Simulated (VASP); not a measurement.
Runs of VASP 6.6.1 on LiH. The structure is hexagonal, space group P6_3/mmc (No. 194). The conventional cell has a = 3.255 Å, b = 3.255 Å, c = 4.069 Å, α = 90.00°, β = 90.00°, γ = 120.00°. Within 2.5 Å of Li (site symmetry -6m2) lie 5 H at 1.88 to 2.03 Å. Within 2.5 Å of H (site symmetry -6m2) lie 5 Li at 1.88 to 2.03 Å. 

```csv
level,potentials or basis,k mesh,grid for exact exchange (PRECFOCK),share of exact exchange,screening parameter,gap on the mesh (eV)
HSE06,"VASP PAW PBE potentials, release 64 (Li_sv, H)",6 × 6 × 4,Normal,0.25,0.2079 1/Å,(a)
r2SCAN,"VASP PAW PBE potentials, release 64 (Li_sv, H)",6 × 6 × 4,-,-,-,2.30
LDA,"VASP PAW LDA potentials, release 64 (Li_sv, H)",6 × 6 × 4,-,-,-,1.45
PBE,"VASP PAW PBE potentials, release 64 (Li_sv, H)",6 × 6 × 6,-,-,-,1.83
PBE,"VASP PAW PBE potentials, release 64 (Li_sv, H)",6 × 6 × 4,-,-,-,1.83
```

Alike in all rows: task single point; no spin polarisation; cell as given; cutoff (eV) 520; smearing gaussian 0.01 eV.

**Question.** Fill in the values left out.

**Answer.** (a) 2.74.

A k mesh can miss the band edges.
